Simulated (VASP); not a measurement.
# Ge64N (a cell with a defect) in VASP: single point with PBEsol

Aim: the single point of Ge64N (a cell with a defect) with PBEsol.

Everything below comes from runs of VASP 6.6.1. Logs are shortened: lines on timing, memory, paths and dates and some standing lists are left out, and cuts for length are marked.

## (1) The cell of the first run

The cell holds a defect, 65 atoms: a = 11.351 Å, b = 11.351 Å, c = 11.351 Å, α = 90.00°, β = 90.00°, γ = 90.00°.

## (2) Single point, PBEsol

INCAR reads:

```
SYSTEM = Ge64N
PREC = Accurate
ENCUT = 520
EDIFF = 1E-6
ISMEAR = -1
SIGMA = 0.05
LREAL = Auto
LASPH = .TRUE.
NELM = 120
ALGO = Normal
ISIF = 2
LWAVE = .FALSE.
LCHARG = .FALSE.
GGA = PS
NELECT = 902.0
ISYM = -1
NBANDS = 488
GGA_COMPAT = .FALSE.
KPAR = 1
```

KPOINTS reads:

```
explicit points
1
Reciprocal
  0.25000000   0.25000000   0.25000000 1
```

POSCAR reads:

```
Ge64N
1.0
   11.3511840000      0.0000000000      0.0000000000
    0.0000000000     11.3511840000      0.0000000000
    0.0000000000      0.0000000000     11.3511840000
Ge N
64 1
Direct
    0.0014150000      0.9980750000      0.9996480000
    0.9979040000      0.9984610000      0.5003200000
    0.0042020000      0.4983320000      0.0058160000
    0.9947870000      0.4997700000      0.5040920000
    0.5011240000      0.0013140000      0.9995330000
    0.4994380000      0.0021670000      0.4976940000
    0.5000400000      0.5005930000      0.9996730000
    0.4897770000      0.5019070000      0.4946840000
    0.1250280000      0.1252910000      0.1249340000
    0.1333350000      0.1174070000      0.6216970000
    0.1275760000      0.6258860000      0.1255330000
    0.1237330000      0.6245480000      0.6252950000
    0.6272800000      0.1311100000      0.1199950000
    0.6251500000      0.1254610000      0.6244970000
    0.6242510000      0.6261410000      0.1258830000
    0.6147350000      0.6404850000      0.5988850000
    0.2519360000      0.2493130000      0.0004550000
    0.2485600000      0.2511800000      0.4968770000
    0.2487970000      0.7506670000      0.9974480000
    0.2479460000      0.7507600000      0.4997910000
    0.7507350000      0.2541160000      0.9941090000
    0.7510640000      0.2525310000      0.5029220000
    0.7503320000      0.7504600000      0.0017860000
    0.7439080000      0.7648610000      0.4851080000
    0.3771430000      0.3746180000      0.1256630000
    0.3726870000      0.3747690000      0.6242220000
    0.3740640000      0.8759170000      0.1226070000
    0.3803500000      0.8711900000      0.6237750000
    0.8747960000      0.3743910000      0.1265930000
    0.8896100000      0.3601290000      0.6304910000
    0.8777140000      0.8740360000      0.1259300000
    0.8715020000      0.8726560000      0.6234870000
    0.2495980000      0.9999300000      0.2495580000
    0.2545780000      0.9941530000      0.7473110000
    0.2492850000      0.4993520000      0.2471630000
    0.2485460000      0.4990740000      0.7503180000
    0.7529570000      0.0077980000      0.2412200000
    0.7499750000      0.9997950000      0.7494140000
    0.7492290000      0.5006340000      0.2506900000
    0.7761730000      0.4848290000      0.7598300000
    0.3748450000      0.1270990000      0.3732300000
    0.3750860000      0.1239570000      0.8734230000
    0.3690820000      0.6268560000      0.3706320000
    0.3747330000      0.6246310000      0.8745850000
    0.8743600000      0.1266780000      0.3766530000
    0.8768100000      0.1229670000      0.8751990000
    0.8703540000      0.6254130000      0.3797290000
    0.8802100000      0.6231890000      0.8851630000
    0.0003230000      0.2499740000      0.2513290000
    0.0125250000      0.2358500000      0.7509880000
    0.9991670000      0.7455930000      0.2517120000
    0.9959230000      0.7467520000      0.7500010000
    0.5034490000      0.2513540000      0.2509260000
    0.4991660000      0.2501830000      0.7487360000
    0.4980460000      0.7519630000      0.2489440000
    0.5031880000      0.7466060000      0.7500270000
    0.1229170000      0.3796260000      0.3753300000
    0.1255920000      0.3732250000      0.8765670000
    0.1232300000      0.8752370000      0.3742600000
    0.1235810000      0.8737940000      0.8709530000
    0.6244950000      0.3783630000      0.3783960000
    0.6246660000      0.3787570000      0.8710800000
    0.6236340000      0.8892300000      0.3619870000
    0.6257250000      0.8751090000      0.8754010000
    0.7495430000      0.5632110000      0.6255940000
```

Potentials or basis: VASP PAW PBE potentials, release 64 (Ge_d, N).

Command:

```console
$ cat potpaw_PBE.64/Ge_d/POTCAR potpaw_PBE.64/N/POTCAR > POTCAR
$ mpirun -np 4 vasp_std > vasp.out
```

OUTCAR:

```text
SYSTEM = Ge64N
   PREC = Accurate
   ENCUT = 520
   EDIFF = 1E-6
   ISMEAR = -1
   LREAL = Auto
   LASPH = .TRUE.
   NELM = 120
   ISIF = 2
   GGA = PS
   NELECT = 902.0
   ISYM = -1

 ion  position               nearest neighbor table
   1  0.001  0.998  1.000-  46 2.45  31 2.45  60 2.46   9 2.47
   2  0.998  0.998  0.500-  59 2.46  32 2.46  45 2.46  10 2.47
   3  0.004  0.498  0.006-  48 2.42  11 2.43  29 2.45  58 2.46
   4  0.995  0.500  0.504-  30 2.45  47 2.45  12 2.46  57 2.47
   5  0.501  0.001  1.000-  42 2.46  64 2.46  27 2.46  13 2.47
   6  0.499  0.002  0.498-  63 2.45  41 2.45  14 2.46  28 2.47
[... 56 lines left out ...]
  63  0.624  0.889  0.362-  24 2.41  37 2.42   6 2.45  55 2.47
  64  0.626  0.875  0.875-  38 2.46   5 2.46  23 2.46  56 2.47
  65  0.750  0.563  0.626-  16 1.79  40 1.79

IMPORTANT INFORMATION: All symmetrisations will be switched off!
NOSYMM: (Re-)initialisation of all symmetry stuff for point group C_1.

----------------------------------------------------------------------------------------

                                     Primitive cell

  volume of cell :    1462.5930

  direct lattice vectors                    reciprocal lattice vectors
    11.351184000  0.000000000  0.000000000     0.088096537  0.000000000  0.000000000
     0.000000000 11.351184000  0.000000000     0.000000000  0.088096537  0.000000000
     0.000000000  0.000000000 11.351184000     0.000000000  0.000000000  0.088096537

  length of vectors
    11.351184000 11.351184000 11.351184000     0.088096537  0.088096537  0.088096537

  position of ions in fractional coordinates (direct lattice)
     0.001415000  0.998075000  0.999648000
     0.997904000  0.998461000  0.500320000
     0.004202000  0.498332000  0.005816000
     0.994787000  0.499770000  0.504092000
     0.501124000  0.001314000  0.999533000
     0.499438000  0.002167000  0.497694000
[... 57 lines left out ...]
     0.625725000  0.875109000  0.875401000
     0.749543000  0.563211000  0.625594000

  ion indices of the primitive-cell ions
   primitive index   ion index
                 1           1
                 2           2
                 3           3
                 4           4
                 5           5
                 6           6
[... 57 lines left out ...]
                64          64
                65          65

----------------------------------------------------------------------------------------

 KPOINTS: explicit points

Read explicit list of k-points.

 Found      1 k-points:

 Following reciprocal coordinates:
            Coordinates               Weight
  0.250000  0.250000  0.250000      1.000000
   k-points           NKPTS =      1   k-points in BZ     NKDIM =      1   number of bands    NBANDS=    488
   number of dos      NEDOS =    301   number of ions     NIONS =     65
   total plane-waves  NPLWV = 592704
   dimension x,y,z NGX =    84 NGY =   84 NGZ =   84
   dimension x,y,z NGXF=   168 NGYF=  168 NGZF=  168
   ions per type =              64   1
   NGX,Y,Z   is equivalent  to a cutoff of  12.30, 12.30, 12.30 a.u.
   NGXF,Y,Z  is equivalent  to a cutoff of  24.60, 24.60, 24.60 a.u.
 SYSTEM =  Ge64N
   PREC   = accura    normal or accurate (medium, high low for compatibility)
   ISTART =      0    job   : 0-new  1-cont  2-samecut
   ICHARG =      2    charge: 1-file 2-atom 10-const
   ISPIN  =      1    spin polarized calculation?
   LNONCOLLINEAR =      F non collinear calculations
   LSORBIT =      F    spin-orbit coupling
   LASPH  =      T    aspherical Exc in radial PAW
   ENCUT  =  520.0 eV  38.22 Ry    6.18 a.u.  21.11 21.11 21.11*2*pi/ulx,y,z
   NELM   =    120;   NELMIN=  2; NELMDL= -5     # of ELM steps
   EDIFF  = 0.1E-05   stopping-criterion for ELM
   LREAL  =      T    real-space projection
   EDIFFG = 0.1E-04   stopping-criterion for IOM
   NSW    =      0    number of steps for IOM
   IBRION =     -1    ionic relax: 0-MD 1-quasi-New 2-CG
   NFREE  =      0    steps in history (QN), initial steepest desc. (CG)
   ISIF   =      2    stress and relaxation
   ISYM   =     -1    0-nonsym 1-usesym 2-fastsym
   POTIM  = 0.5000    time-step for ionic-motion
   TEBEG  =    0.0;   TEEND  =   0.0 temperature during run
   PSTRESS=    0.0 pullay stress
   NELECT =     902.0000    total number of electrons
   NUPDOWN=      -1.0000    fix difference up-down
   EMIN   =  10.00;   EMAX   =-10.00  energy-range for DOS
   EFERMI =   0.00;   METHOD = LEGACY
   ISMEAR =    -1;   SIGMA  =   0.05  broadening in eV -4-tet -1-fermi 0-gaus
   EFERMI_NEDOS =   21; number of points for ismear=-14 and -15
   IALGO  =     38    algorithm
   IMIX   =      4    mixing-type and parameters
     AMIX     =   0.40;   BMIX     =  1.00
     AMIX_MAG =   1.60;   BMIX_MAG =  1.00
  volume/ion in A,a.u.               =      22.50       151.85
  Fermi-wavevector in a.u.,A,eV,Ry     =   1.393486  2.633306 26.419825  1.941802
  Thomas-Fermi vector in A             =   2.517127
   LORBIT       =      0    0 simple, 1 ext, 2 COOP (PROOUT), +10 PAW based schemes
   GGA     = PS    functional components
   LHFCALC =     F    Hartree Fock is set to
   AEXX    =    0.0000 exact exchange contribution
   IVDW    =     0    specifies the selected vdW correction
   LEPSILON=     F    determine dielectric tensor
   LRPA    =     F    only Hartree local field effects (RPA)
 non-spin polarized calculation
  energy-cutoff  :      520.00
  volume of cell :     1462.59
 maximum number of plane-waves:     39369
 NGX is ok and might be reduce to    84
   NGX = 43   NGY = 43   NGZ = 43

 number of electron     901.9999680 magnetization

 Free energy of the ion-electron system (eV)
  ---------------------------------------------------
  ext. energy  EPLUGINS =         0.00000000
  ---------------------------------------------------
  free energy    TOTEN  =      -317.48432272 eV

  energy without entropy =     -317.48026631  energy(sigma->0) =     -317.48229451

 E-fermi :   4.7703     XC(G=0): -10.1315

 val. band max:        4.4611873827   @ k =   0.2500   0.2500   0.2500
 cond. band min:       5.0640834718   @ k =   0.2500   0.2500   0.2500
 fundamental gap:      0.6028960892
 Fermi energy:         4.7703050856

 k-point     1 :       0.2500    0.2500    0.2500
  band No.  band energies     occupation
      1     -20.0450      2.00000
      2     -20.0435      2.00000
      3     -20.0381      2.00000
      4     -20.0366      2.00000
      5     -20.0349      2.00000
      6     -20.0310      2.00000
[... 455 lines left out ...]
    462       6.1667      0.00000
    463       6.2841      0.00000
 [bands above 463 left out]

------------------------ aborting loop because EDIFF is reached ----------------------------------------

  FORCE on cell =-STRESS in cart. coord.  units (eV):
  Direction    XX          YY          ZZ          XY          YZ          ZX
  --------------------------------------------------------------------------------------
  -------------------------------------------------------------------------------------
  Total       13.0887685     12.2686382     13.0862943    -13.5871813    -13.6055617     -6.6732612
  in kB       14.3379110     13.4395105     14.3352006    -14.8838904    -14.9040249     -7.3101319
  external PRESSURE =      14.0375407 kB  Pullay stress =       0.0000000 kB

 VOLUME and BASIS-vectors are now :
 -----------------------------------------------------------------------------
  energy-cutoff  :      520.00
  volume of cell :     1462.59
      direct lattice vectors                 reciprocal lattice vectors
    11.351184000  0.000000000  0.000000000     0.088096537  0.000000000  0.000000000
     0.000000000 11.351184000  0.000000000     0.000000000  0.088096537  0.000000000
     0.000000000  0.000000000 11.351184000     0.000000000  0.000000000  0.088096537

 POSITION                                       TOTAL-FORCE (eV/Angst)
 -----------------------------------------------------------------------------------
      0.01606     11.32933     11.34719         0.002635      0.000174      0.001920
     11.32739     11.33371      5.67922         0.001241      0.000071     -0.002830
      0.04770      5.65666      0.06602        -0.001011     -0.000643      0.001423
     11.29201      5.67298      5.72204         0.005019      0.001166     -0.003056
      5.68835      0.01492     11.34588         0.001172      0.003117     -0.000109
      5.66921      0.02460      5.64942         0.001443      0.001716     -0.002435
[... 57 lines left out ...]
      7.10272      9.93352      9.93684         0.003741     -0.002255      0.001309
      8.50820      6.39311      7.10123        -0.035617     -0.007807      0.044461
 -----------------------------------------------------------------------------------
    total drift:                               -0.005121      0.003311     -0.002160

  FREE ENERGIE OF THE ION-ELECTRON SYSTEM (eV)
  ---------------------------------------------------
  free  energy   TOTEN  =      -317.4843227170 eV

  energy  without entropy=     -317.4802663072  energy(sigma->0) =     -317.48229451
```

It took 9.1 min on 4 MPI ranks of Intel Xeon Platinum 8259CL at 2.50GHz (Skylake/Cascade Lake), shared host; peak memory 0.58 GiB.

What came out:

| Quantity | Value |
| --- | --- |
| Free energy | -317.4843 eV |
| Largest force | 0.058 eV/Å |

Forces in eV/Å, atoms in the order of the input:
```
Ge   0.003  0.000  0.002
Ge   0.001  0.000 -0.003
Ge  -0.001 -0.001  0.001
Ge   0.005  0.001 -0.003
Ge   0.001  0.003  0.000
Ge   0.001  0.002 -0.002
Ge   0.000  0.003 -0.002
Ge  -0.006  0.007 -0.006
Ge   0.000  0.001 -0.001
Ge  -0.002 -0.002 -0.002
Ge  -0.001 -0.002  0.003
Ge   0.000  0.000  0.001
Ge   0.002 -0.003  0.002
Ge  -0.001  0.001  0.000
Ge  -0.002  0.002  0.003
Ge   0.034 -0.027  0.002
Ge   0.004 -0.001  0.002
Ge   0.000  0.000  0.002
Ge   0.000 -0.001  0.001
Ge   0.001  0.001 -0.003
Ge   0.001  0.001  0.002
Ge   0.000  0.002 -0.001
Ge   0.002  0.001  0.002
Ge   0.007  0.011 -0.007
Ge   0.000 -0.003 -0.001
Ge   0.000 -0.001  0.001
Ge   0.001 -0.001  0.003
Ge  -0.001 -0.003 -0.001
Ge   0.000 -0.001  0.001
Ge  -0.003  0.001  0.000
Ge  -0.001 -0.002  0.000
Ge  -0.003 -0.003  0.000
Ge   0.000  0.000 -0.003
Ge   0.000  0.002  0.001
Ge   0.001  0.008  0.003
Ge   0.000 -0.001  0.000
Ge  -0.004  0.001  0.002
Ge   0.001 -0.001 -0.003
Ge   0.000  0.002  0.000
Ge  -0.008  0.026 -0.038
Ge   0.001 -0.001 -0.004
Ge   0.000 -0.003 -0.001
Ge  -0.004 -0.005  0.002
Ge   0.000 -0.003 -0.002
Ge  -0.001  0.002  0.002
Ge   0.002  0.001 -0.004
Ge   0.002 -0.003 -0.002
Ge  -0.004 -0.002 -0.002
Ge   0.001  0.001  0.003
Ge   0.001  0.004  0.003
Ge   0.004  0.004  0.000
Ge   0.008  0.004  0.003
Ge   0.001  0.001  0.000
Ge  -0.003 -0.001  0.000
Ge  -0.004  0.000 -0.005
Ge  -0.002  0.004  0.001
Ge  -0.004 -0.004 -0.003
Ge   0.000  0.000 -0.001
Ge  -0.004 -0.003  0.001
Ge  -0.003 -0.004 -0.001
Ge   0.003 -0.002  0.004
Ge   0.001 -0.004  0.004
Ge   0.004  0.003  0.000
Ge   0.004 -0.002  0.001
N   -0.036 -0.008  0.044
```

Caveat: the cell carries a net charge on a neutralising background, which shifts energy and pressure; the cell is charged against a uniform background, so pressure and absolute levels hang on convention; the PAW data sets were made with another functional, which shifts forces and pressure a little.
